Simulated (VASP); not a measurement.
# Cu (I4/mmm) in VASP: further runs

Aim: see how the results for Cu move with the level of theory and the settings. Levels: PBEsol, LDA, r2SCAN. Tasks: single point.

Everything below comes from runs of VASP 6.6.1. Logs are shortened: lines on timing, memory, paths and dates and some standing lists are left out, and cuts for length are marked.

### 1 The cell of the first run

The structure is tetragonal, space group I4/mmm (No. 139). Conventional cell: a = 2.886 Å, b = 2.886 Å, c = 2.752 Å, α = 90.00°, β = 90.00°, γ = 90.00°. Within 3.2 Å of Cu (site symmetry 4/mmm) lie 14 Cu at 2.46 to 2.89 Å.

### 2 Single point, PBEsol

File INCAR:

```
PREC = Accurate ; ENCUT = 520
EDIFF = 1E-6 ; ISMEAR = 0
SIGMA = 0.1 ; LREAL = False
LASPH = True ; NELM = 80
ALGO = Normal ; ISIF = 2
LWAVE = False ; LCHARG = False
GGA = PS ; NBANDS = 12
```

File KPOINTS:

```
Automatic mesh
0
Gamma
  20 20 20
```

File POSCAR:

```
Cu
1.0
   -1.4427933200      1.4427933200      1.3760814500
    1.4427933200     -1.4427933200      1.3760814500
    1.4427933200      1.4427933200     -1.3760814500
Cu
1
Direct
    0.0000000000      0.0000000000      0.0000000000
```

Potentials or basis: VASP PAW PBE potentials, release 64 (Cu).

Launch:

```
> cat potpaw_PBE.64/Cu/POTCAR > POTCAR
> mpirun -np 1 vasp_std > vasp.out
```

OUTCAR:

```text
PREC = Accurate
   ENCUT = 520
   EDIFF = 1E-6
   ISMEAR = 0
   LREAL = False
   LASPH = True
   NELM = 80
   ISIF = 2
   GGA = PS

 ion  position               nearest neighbor table
   1  0.000  0.000  0.000-

  LATTYP: Found a body centered tetragonal cell.
 ALAT       =     2.8855866400
 C/A-ratio  =     0.9537620052

  Lattice vectors:

 A1 = (  -1.4427933200,   1.4427933200,   1.3760814500)
 A2 = (   1.4427933200,  -1.4427933200,   1.3760814500)
 A3 = (   1.4427933200,   1.4427933200,  -1.3760814500)

Analysis of symmetry for initial positions (statically):
=====================================================================
 Subroutine PRICEL returns:
 Original cell was already a primitive cell.

 Routine SETGRP: Setting up the symmetry group for a
 body centered tetragonal supercell.

 Subroutine GETGRP returns: Found 16 space group operations
 (whereof 16 operations were pure point group operations)
 out of a pool of 16 trial point group operations.

The static configuration has the point symmetry D_4h.

Analysis of symmetry for dynamics (positions and initial velocities):
=====================================================================
 Subroutine PRICEL returns:
 Original cell was already a primitive cell.

 Routine SETGRP: Setting up the symmetry group for a
 body centered tetragonal supercell.

 Subroutine GETGRP returns: Found 16 space group operations
 (whereof 16 operations were pure point group operations)
 out of a pool of 16 trial point group operations.

The dynamic configuration has the point symmetry D_4h.

 Subroutine INISYM returns: Found 16 space group operations
 (whereof 16 operations are pure point group operations),
 and found     1 'primitive' translations

----------------------------------------------------------------------------------------

                                     Primitive cell

  volume of cell :      11.4581

  direct lattice vectors                    reciprocal lattice vectors
    -1.442793320  1.442793320  1.376081450     0.000000000  0.346549983  0.363350585
     1.442793320 -1.442793320  1.376081450     0.346549983  0.000000000  0.363350585
     1.442793320  1.442793320 -1.376081450     0.346549983  0.346549983  0.000000000

  length of vectors
     2.461078074  2.461078074  2.461078074     0.502116060  0.502116060  0.490095685

  position of ions in fractional coordinates (direct lattice)
     0.000000000  0.000000000  0.000000000

  ion indices of the primitive-cell ions
   primitive index   ion index
[... 81 lines left out ...]
   POTIM  = 0.5000    time-step for ionic-motion
   TEBEG  =    0.0;   TEEND  =   0.0 temperature during run
   PSTRESS=    0.0 pullay stress
   NELECT =      11.0000    total number of electrons
   NUPDOWN=      -1.0000    fix difference up-down
   EMIN   =  10.00;   EMAX   =-10.00  energy-range for DOS
   EFERMI =   0.00;   METHOD = LEGACY
   ISMEAR =     0;   SIGMA  =   0.10  broadening in eV -4-tet -1-fermi 0-gaus
   EFERMI_NEDOS =   21; number of points for ismear=-14 and -15
   IALGO  =     38    algorithm
   IMIX   =      4    mixing-type and parameters
     AMIX     =   0.40;   BMIX     =  1.00
     AMIX_MAG =   1.60;   BMIX_MAG =  1.00
  volume/ion in A,a.u.               =      11.46        77.32
  Fermi-wavevector in a.u.,A,eV,Ry     =   1.614984  3.051878 35.486359  2.608174
  Thomas-Fermi vector in A             =   2.709805
   LORBIT       =      0    0 simple, 1 ext, 2 COOP (PROOUT), +10 PAW based schemes
   GGA     = PS    functional components
   LHFCALC =     F    Hartree Fock is set to
   AEXX    =    0.0000 exact exchange contribution
   IVDW    =     0    specifies the selected vdW correction
   LEPSILON=     F    determine dielectric tensor
   LRPA    =     F    only Hartree local field effects (RPA)
 non-spin polarized calculation
 Gauss-broadening in eV      SIGMA  =   0.10
  energy-cutoff  :      520.00
  volume of cell :       11.46
 maximum number of plane-waves:       327
   NGX =  9   NGY =  9   NGZ =  9

 number of electron      10.9999998 magnetization

 Free energy of the ion-electron system (eV)
  ---------------------------------------------------
  ext. energy  EPLUGINS =         0.00000000
  ---------------------------------------------------
  free energy    TOTEN  =        -4.26962928 eV

  energy without entropy =       -4.26737737  energy(sigma->0) =       -4.26850333

 E-fermi :   7.7773     XC(G=0): -13.0869

 val. band max:        7.7760772288   @ k =   0.3000   0.1000   0.1000
 cond. band min:       7.7810117794   @ k =   0.5000   0.2000   0.1500
 fundamental gap:      0.0049345506
 Fermi energy:         7.7773346947

 k-point     1 :       0.0000    0.0000    0.0000
  band No.  band energies     occupation
      1      -1.8364      2.00000
      2       4.4523      2.00000
      3       4.6485      2.00000
      4       4.6485      2.00000
      5       5.5288      2.00000
      6       5.7393      2.00000
      7      32.6345      0.00000
      8      32.6345      0.00000
      9      33.8808      0.00000
     10      36.6636      0.00000
     11      36.6636      0.00000
     12      36.7057      0.00000
[... 331 lines left out ...]
 k-point    24 :      -0.3500    0.0500    0.0000
  band No.  band energies     occupation
      1       1.7168      2.00000
      2       3.9716      2.00000
      3       4.6762      2.00000
      4       5.5772      2.00000
      5       5.7201      2.00000
      6       5.9432      2.00000
      7      18.2601      0.00000
      8      25.3560      0.00000
      9      26.8768      0.00000
     10      30.4036      0.00000
     11      33.3128      0.00000
     12      40.0233      0.00000

 [... further k-points ...]

------------------------ aborting loop because EDIFF is reached ----------------------------------------

  FORCE on cell =-STRESS in cart. coord.  units (eV):
  Direction    XX          YY          ZZ          XY          YZ          ZX
  --------------------------------------------------------------------------------------
  -------------------------------------------------------------------------------------
  Total       -0.0353142     -0.0353142     -0.0747692      0.0000000     -0.0000000      0.0000000
  in kB       -4.9379635     -4.9379635    -10.4549215      0.0000000     -0.0000000      0.0000000
  external PRESSURE =      -6.7769495 kB  Pullay stress =       0.0000000 kB

 VOLUME and BASIS-vectors are now :
 -----------------------------------------------------------------------------
  energy-cutoff  :      520.00
  volume of cell :       11.46
      direct lattice vectors                 reciprocal lattice vectors
    -1.442793320  1.442793320  1.376081450     0.000000000  0.346549983  0.363350585
     1.442793320 -1.442793320  1.376081450     0.346549983  0.000000000  0.363350585
     1.442793320  1.442793320 -1.376081450     0.346549983  0.346549983  0.000000000

 POSITION                                       TOTAL-FORCE (eV/Angst)
 -----------------------------------------------------------------------------------
      0.00000      0.00000      0.00000         0.000000      0.000000      0.000000
 -----------------------------------------------------------------------------------
    total drift:                                0.000000      0.000000     -0.000000

  FREE ENERGIE OF THE ION-ELECTRON SYSTEM (eV)
  ---------------------------------------------------
  free  energy   TOTEN  =        -4.2696292833 eV

  energy  without entropy=       -4.2673773676  energy(sigma->0) =       -4.26850333
```

OSZICAR:

```text
N       E                     dE             d eps       ncg     rms          rms(c)
DAV:   1     0.420548787541E+02    0.42055E+02   -0.53679E+03 17104   0.154E+03
DAV:   2    -0.404362142284E+01   -0.46099E+02   -0.42664E+02 15932   0.206E+02
DAV:   3    -0.535008872699E+01   -0.13065E+01   -0.12997E+01 17880   0.398E+01
DAV:   4    -0.535778452414E+01   -0.76958E-02   -0.76949E-02 17312   0.271E+00
DAV:   5    -0.535785408781E+01   -0.69564E-04   -0.69562E-04 17924   0.263E-01    0.830E+00
DAV:   6    -0.468938873740E+01    0.66847E+00   -0.16296E+01 17844   0.777E+01    0.412E+00
DAV:   7    -0.428529647128E+01    0.40409E+00   -0.25128E+00 18008   0.303E+01    0.649E-01
DAV:   8    -0.427069901618E+01    0.14597E-01   -0.66007E-03 19644   0.834E-01    0.238E-01
DAV:   9    -0.426962028713E+01    0.10787E-02   -0.53981E-03 19800   0.123E+00    0.213E-02
DAV:  10    -0.426962886373E+01   -0.85766E-05   -0.27838E-05 21596   0.836E-02    0.654E-03
DAV:  11    -0.426962928334E+01   -0.41961E-06   -0.76336E-07 11864   0.184E-02
   1 F= -.42696293E+01 E0= -.42685033E+01  d E =-.225192E-02
```

stdout:

```text
POSCAR found type information on POSCAR Cu
 POSCAR found :  1 types and       1 ions
 scaLAPACK will be used
 -----------------------------------------------------------------------------
|                                                                             |
|                                                                             |
|     You enforced a specific xc type in the INCAR file but a different       |
|     I HOPE YOU KNOW WHAT YOU ARE DOING!                                     |
|                                                                             |
 -----------------------------------------------------------------------------

 LDA part: xc-table for (Slater+PW92), standard interpolation
 POSCAR, INCAR and KPOINTS ok, starting setup
 FFT: planning ... GRIDC
 FFT: planning ... GRID_SOFT
 FFT: planning ... GRID
 WAVECAR not read
 entering main loop
```

It took 26 s on 1 thread of Intel Xeon 6975P-C (Granite Rapids), shared host; peak memory 0.19 GiB.

What came out:

| Property | Result |
| --- | --- |
| Free energy | -4.2696 eV |
| Pressure | -0.7 GPa |

Caveat: the PAW data sets were made with another functional, which shifts forces and pressure a little.

### 3 Single point, LDA

File INCAR:

```
SYSTEM = Cu
PREC = Accurate
ENCUT = 520
EDIFF = 1E-7
ISMEAR = 0
SIGMA = 0.1
LREAL = .FALSE.
LASPH = .TRUE.
NELM = 60
ALGO = Normal
ISIF = 2
LWAVE = .FALSE.
LCHARG = .FALSE.
NBANDS = 12
```

File KPOINTS:

```
Automatic mesh
0
G
  20 20 20
  0 0 0
```

POSCAR is that of step 2.

Potentials or basis: VASP PAW LDA potentials, release 64 (Cu).

Launch:

```
> cat potpaw_LDA.64/Cu/POTCAR > POTCAR
> mpirun -np 1 vasp_std > vasp.out
```

Wall time 27 s (1 thread of Intel Xeon 6975P-C (Granite Rapids), shared host); peak memory 0.18 GiB.

It converged, with:

```yaml
Free_energy: -4.6566 eV
Pressure: -7.0 GPa
```

Stress tensor (GPa, compression positive):
```
-6.74  0.00  0.00
 0.00 -6.74  0.00
 0.00  0.00 -7.50
```

Levels at points of the mesh, in eV from the Fermi level:
```tsv
k point	band 2	band 3	band 4	band 5	band 6	band 7	band 8	band 9	band 10	band 11
(0.00, 0.00, 0.00)	-3.37	-3.18	-3.18	-2.29	-2.08	24.94	24.94	26.19	28.72	28.72
(0.50, 0.00, 0.00)	-4.07	-2.20	-1.98	-1.41	-0.51	4.67	17.34	17.36	21.41	24.44
(0.50, 0.50, 0.00)	-3.83	-2.36	-2.11	-1.43	-0.88	4.14	18.63	18.75	22.56	25.53
(0.50, 0.50, 0.50)	-4.81	-1.60	-1.60	-1.55	7.68	7.68	9.52	13.47	14.06	16.69
```

### 4 Single point, PBEsol

File INCAR:

```
SYSTEM = Cu
  ALGO = Normal
  EDIFF = 1E-6
  ENCUT = 520
  GGA = PS
  ISIF = 2
  ISMEAR = 0
  LASPH = .True.
  LCHARG = .False.
  LREAL = .False.
  LWAVE = .False.
  NBANDS = 12
  NELM = 60
  PREC = Accurate
  SIGMA = 0.1
```

File KPOINTS:

```
k-points
0
Gamma
  20 20 20
  0 0 0
```

POSCAR is that of step 3.

Potentials or basis: VASP PAW PBE potentials, release 64 (Cu).

Launch:

```
> cat potpaw_PBE.64/Cu/POTCAR > POTCAR
> mpirun -np 1 vasp_std > vasp.out
```

Wall time 26 s (1 thread of Intel Xeon 6975P-C (Granite Rapids), shared host); peak memory 0.19 GiB.

Results (log left out):

- Free energy: -4.2696 eV
- Pressure: -0.7 GPa

Stress tensor (GPa, compression positive):
```
-0.49  0.00  0.00
 0.00 -0.49  0.00
 0.00  0.00 -1.05
```

Levels at points of the mesh, in eV from the Fermi level:
```tsv
k point	band 3	band 4	band 5	band 6	band 7	band 8	band 9	band 10
(0.00, 0.00, 0.00)	-3.13	-3.13	-2.25	-2.04	24.86	24.86	26.10	28.89
(0.50, 0.00, 0.00)	-2.16	-1.94	-1.37	-0.57	4.68	17.33	17.43	21.33
(0.50, 0.50, 0.00)	-2.32	-2.07	-1.39	-0.94	4.16	18.58	18.85	22.50
(0.50, 0.50, 0.50)	-1.56	-1.56	-1.51	7.69	7.69	9.54	13.35	13.98
```

Caveat: the PAW data sets were made with another functional, which shifts forces and pressure a little.

### 5 Single point, r2SCAN

POSCAR is that of step 4.

File INCAR.step1:

```
  PREC = Accurate
  ENCUT = 520
  ISMEAR = 0
  SIGMA = 0.1
  LREAL = False
  LASPH = True
  NELM = 100
  NBANDS = 12
  GGA = PE
  ALGO = Normal
  EDIFF = 1E-4
  LWAVE = True
  LCHARG = False
```

File INCAR.step2:

```
  PREC = Accurate
  ENCUT = 520
  EDIFF = 1E-7
  ISMEAR = 0
  SIGMA = 0.1
  LREAL = False
  LASPH = True
  NELM = 100
  ALGO = Normal
  ISIF = 2
  LWAVE = False
  LCHARG = True
  METAGGA = R2SCAN
  LMIXTAU = True
  LELF = True
  LVHAR = True
  NBANDS = 12
  ISTART = 1
```

File KPOINTS:

```
regular mesh
0
Gamma
  20 20 20
```

Launch:

```
> cat potpaw_PBE.64/Cu/POTCAR > POTCAR
> cp INCAR.step1 INCAR
> mpirun -np 1 vasp_std > vasp.out
> cp INCAR.step2 INCAR
> mpirun -np 1 vasp_std > vasp.out
```

Wall time 2.2 min (1 thread of Intel Xeon 6975P-C (Granite Rapids), shared host); peak memory 0.19 GiB.

The run converged. Its results:

```yaml
Free_energy: -10.7895 eV
Pressure: 0.9 GPa
```

Stress tensor (GPa, compression positive):
```
1.09 0.00 0.00
0.00 1.09 0.00
0.00 0.00 0.67
```

Levels at points of the mesh, in eV from the Fermi level:
| k point | band 4 | band 5 | band 6 | band 7 | band 8 | band 9 |
| --- | --- | --- | --- | --- | --- | --- |
| (0.00, 0.00, 0.00) | -3.24 | -2.37 | -2.17 | 25.85 | 25.85 | 27.17 |
| (0.50, 0.00, 0.00) | -2.06 | -1.46 | -0.55 | 4.95 | 18.13 | 18.40 |
| (0.50, 0.50, 0.00) | -2.20 | -1.49 | -0.94 | 4.41 | 19.40 | 19.89 |
| (0.50, 0.50, 0.50) | -1.66 | -1.61 | 8.18 | 8.18 | 10.11 | 13.72 |

Caveat: the PAW data sets were made with another functional, which shifts forces and pressure a little.

### 6 Single point, PBEsol

File INCAR:

```
PREC = Accurate
ENCUT = 520
EDIFF = 1E-6
ISMEAR = 0
SIGMA = 0.1
LREAL = False
LASPH = True
NELM = 60
ALGO = Fast
ISIF = 2
LWAVE = False
LCHARG = False
GGA = PS
NBANDS = 12
```

File KPOINTS:

```
regular mesh
0
Gamma
  4 4 4
```

POSCAR is that of step 5.

Potentials or basis: VASP PAW PBE potentials, release 64 (Cu).

Launch:

```
> cat potpaw_PBE.64/Cu/POTCAR > POTCAR
> mpirun -np 1 vasp_std > vasp.out
```

It took 3.9 s on 1 thread of Intel Xeon Platinum 8559C (Emerald Rapids), shared host; peak memory 0.11 GiB.

The run converged. Its results:

| Item | Value |
| --- | --- |
| Free energy | -4.0763 eV |
| Pressure | -0.9 GPa |

Stress tensor (GPa, compression positive):
```
-0.27  0.00  0.00
 0.00 -0.27  0.00
 0.00  0.00 -2.14
```

Levels at points of the mesh, in eV from the Fermi level:
```csv
k point,band 3,band 4,band 5,band 6,band 7,band 8,band 9,band 10
"(0.00, 0.00, 0.00)",-3.44,-3.44,-2.56,-2.35,24.73,24.73,25.98,28.72
"(0.50, 0.00, 0.00)",-2.47,-2.26,-1.70,-0.71,4.46,17.19,17.27,21.15
"(0.50, 0.50, 0.00)",-2.64,-2.38,-1.72,-1.07,3.93,18.45,18.69,22.32
"(0.50, 0.50, 0.50)",-1.89,-1.89,-1.84,7.54,7.54,9.38,13.16,13.78
```

Caveat: the k points lie up to 0.79 Å⁻¹ apart; the PAW data sets were made with another functional, which shifts forces and pressure a little.

### 7 Summary

```tsv
level	potentials or basis	k mesh	gap on the mesh (eV)	pressure (GPa)
PBEsol	VASP PAW PBE potentials, release 64 (Cu)	20 × 20 × 20	none	-0.7
LDA	VASP PAW LDA potentials, release 64 (Cu)	20 × 20 × 20	none	-7.0
r2SCAN	VASP PAW PBE potentials, release 64 (Cu)	20 × 20 × 20	none	0.9
PBEsol	VASP PAW PBE potentials, release 64 (Cu)	4 × 4 × 4	none	-0.9
```

Alike in all rows: task single point; no spin polarisation; cell as given; cutoff (eV) 520; smearing gaussian 0.1 eV.

Caveats: some runs use coarse meshes; the PAW data sets were made with another functional, which shifts forces and pressure a little (some runs).

Absolute energies hang on the potentials; compare differences alone.
